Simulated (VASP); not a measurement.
# MgO5 (R32) in VASP: further runs, part 2 of 3

VASP 6.6.1.

## (3) Single point, PBE, collinear spin, ferromagnetic start

This run uses another cell than the first one, of 11.01 Å³/atom, 0.795 times its volume.

Contents of INCAR:

```
  PREC = Accurate
  ENCUT = 520
  EDIFF = 1E-6
  ISMEAR = 0
  SIGMA = 0.1
  LREAL = F
  LASPH = T
  NELM = 150
  ALGO = Normal
  ISIF = 2
  LWAVE = F
  LCHARG = T
  ISPIN = 2
  MAGMOM = 0 1 1 1 1 1
  LORBIT = 11
  GGA = PE
  LELF = T
  LVHAR = T
  NBANDS = 29
```

Contents of KPOINTS:

```
Automatic mesh
0
Gamma
  6 6 6
```

Contents of POSCAR:

```
MgO5
1.0
    2.4854300204      1.4349636925      3.0857278372
   -2.4854300204      1.4349636925      3.0857278372
    0.0000000000     -2.8699273816      3.0857278388
Mg O
1 5
Direct
    0.5000000000      0.5000000000      0.5000000000
    0.4404381440      0.0000000000      0.5595618560
    0.1140966775      0.1140966775      0.1140966775
    0.5595618560      0.4404381440      0.0000000000
    0.0000000000      0.5595618560      0.4404381440
    0.8859033225      0.8859033225      0.8859033225
```

Potentials or basis: VASP PAW PBE potentials, release 64 (Mg, O).

On the command line:

```bash
$ cat potpaw_PBE.64/Mg/POTCAR potpaw_PBE.64/O/POTCAR > POTCAR
$ mpirun -np 1 vasp_std > vasp.out
```

OUTCAR:

```text
PREC = Accurate
   ENCUT = 520
   EDIFF = 1E-6
   ISMEAR = 0
   LREAL = F
   LASPH = T
   NELM = 150
   ISIF = 2
   ISPIN = 2
   LORBIT = 11
   GGA = PE

 ion  position               nearest neighbor table
   1  0.500  0.500  0.500-   2 2.13   5 2.13   2 2.13   5 2.13   4 2.13   4 2.13
   2  0.440  0.000  0.560-   1 2.13   1 2.13
   3  0.114  0.114  0.114-
   4  0.560  0.440  0.000-   1 2.13   1 2.13
   5  0.000  0.560  0.440-   1 2.13   1 2.13
   6  0.886  0.886  0.886-

  LATTYP: Found a trigonal (rhomboedric) cell.
 ALAT       =     4.2140478723
 COS(alpha) =     0.3042805498

  Lattice vectors:

 A1 = (   2.4854300204,   1.4349636925,   3.0857278372)
 A2 = (  -2.4854300204,   1.4349636925,   3.0857278372)
 A3 = (   0.0000000000,  -2.8699273816,   3.0857278388)

Analysis of symmetry for initial positions (statically):
=====================================================================
 Subroutine PRICEL returns:
 Original cell was already a primitive cell.

 Routine SETGRP: Setting up the symmetry group for a
 trigonal (rhombohedral) supercell.

 Subroutine GETGRP returns: Found  6 space group operations
 (whereof  6 operations were pure point group operations)
 out of a pool of 12 trial point group operations.

The static configuration has the point symmetry D_3 .

Analysis of symmetry for dynamics (positions and initial velocities):
=====================================================================
 Subroutine PRICEL returns:
 Original cell was already a primitive cell.

 Routine SETGRP: Setting up the symmetry group for a
 trigonal (rhombohedral) supercell.

 Subroutine GETGRP returns: Found  6 space group operations
 (whereof  6 operations were pure point group operations)
 out of a pool of 12 trial point group operations.

The dynamic configuration has the point symmetry D_3 .

Analysis of structural, dynamic, and magnetic symmetry:
[... 175 lines left out ...]

 k-point     1 :       0.0000    0.0000    0.0000
  band No.  band energies     occupation
      1     -19.3043      1.00000
      2     -17.0100      1.00000
      3     -17.0078      1.00000
      4     -16.7500      1.00000
      5     -16.7500      1.00000
      6      -4.5947      1.00000
[... 733 lines left out ...]
     27      17.5284      0.00000
     28      18.0429      0.00000

 [... further k-points ...]

 spin component 2

 k-point     1 :       0.0000    0.0000    0.0000
  band No.  band energies     occupation
      1     -16.8406      1.00000
      2     -14.3186      1.00000
      3     -14.3186      1.00000
      4     -14.1378      1.00000
      5     -13.6935      1.00000
      6      -2.7561      1.00000
[... 733 lines left out ...]
     27      18.2004      0.00000
     28      18.7753      0.00000

 [... further k-points ...]

 [bands above 28 left out]

------------------------ aborting loop because EDIFF is reached ----------------------------------------

  FORCE on cell =-STRESS in cart. coord.  units (eV):
  Direction    XX          YY          ZZ          XY          YZ          ZX
  --------------------------------------------------------------------------------------
  -------------------------------------------------------------------------------------
  Total       -0.0276872     -0.0276872     -0.3387999      0.0000000     -0.0000000      0.0000000
  in kB       -0.6717984     -0.6717984     -8.2205823      0.0000000     -0.0000000      0.0000000
  external PRESSURE =      -3.1880597 kB  Pullay stress =       0.0000000 kB

 VOLUME and BASIS-vectors are now :
 -----------------------------------------------------------------------------
  energy-cutoff  :      520.00
  volume of cell :       66.03
      direct lattice vectors                 reciprocal lattice vectors
     2.485430020  1.434963692  3.085727837     0.201172431  0.116146957  0.108024217
    -2.485430020  1.434963692  3.085727837    -0.201172431  0.116146957  0.108024217
     0.000000000 -2.869927382  3.085727839     0.000000000 -0.232293915  0.108024217

 POSITION                                       TOTAL-FORCE (eV/Angst)
 -----------------------------------------------------------------------------------
      0.00000      0.00000      4.62859         0.000000      0.000000      0.000000
      1.09468     -0.97389      3.08573         0.006190      0.010722     -0.000000
      0.00000      0.00000      1.05621         0.000000     -0.000000     -0.010634
      0.29607      1.43496      3.08573        -0.012381      0.000000     -0.000000
     -1.39075     -0.46107      3.08573         0.006190     -0.010722      0.000000
      0.00000      0.00000      8.20097         0.000000      0.000000      0.010634
 -----------------------------------------------------------------------------------
    total drift:                               -0.000000     -0.000000      0.000000

  FREE ENERGIE OF THE ION-ELECTRON SYSTEM (eV)
  ---------------------------------------------------
  free  energy   TOTEN  =       -22.5880722147 eV

  energy  without entropy=      -22.5805160115  energy(sigma->0) =      -22.58429411

 total charge

# of ion       s       p       d       tot
------------------------------------------
    1        0.121   0.137   0.059   0.318
    2        1.609   3.129   0.000   4.738
    3        1.634   2.955   0.000   4.589
    4        1.609   3.129   0.000   4.738
    5        1.609   3.129   0.000   4.738
    6        1.634   2.955   0.000   4.589
--------------------------------------------------
tot          8.218  15.433   0.059  23.711

 magnetization (x)

# of ion       s       p       d       tot
------------------------------------------
    1       -0.008  -0.008  -0.001  -0.017
    2        0.019   1.181   0.000   1.199
    3        0.021   1.563   0.000   1.585
    4        0.019   1.181   0.000   1.199
    5        0.019   1.181   0.000   1.199
    6        0.021   1.563   0.000   1.585
--------------------------------------------------
tot          0.090   6.662  -0.001   6.751
```

stdout:

```text
POSCAR found type information on POSCAR MgO
 POSCAR found :  2 types and       6 ions
 scaLAPACK will be used
 LDA part: xc-table for (Slater+PW92), standard interpolation
 POSCAR, INCAR and KPOINTS ok, starting setup
 FFT: planning ... GRIDC
 FFT: planning ... GRID_SOFT
 FFT: planning ... GRID
 WAVECAR not read
 entering main loop
```

Wall time 86 s (1 thread of Intel Xeon Platinum 8488C (Sapphire Rapids), shared host); peak memory 0.25 GiB.

Results:

```yaml
Free_energy: -22.5881 eV
Pressure: -0.3 GPa
Largest_force: 0.012 eV/Å
Net_moment: 7.95 μB per cell
Site_moments: Mg -0.02; O +1.20, +1.58 μB
Valence_electrons_inside_the_program's_atomic_spheres: Mg 0.32; O 4.74, 4.59
```

Forces in eV/Å, atoms in the order of the input:
```
Mg   0.000  0.000  0.000
O    0.006  0.011  0.000
O    0.000  0.000 -0.011
O   -0.012  0.000  0.000
O    0.006 -0.011  0.000
O    0.000  0.000  0.011
```

Stress tensor (GPa, compression positive):
```
-0.07  0.00  0.00
 0.00 -0.07  0.00
 0.00  0.00 -0.82
```

(Part 2 of 3 ends here.)
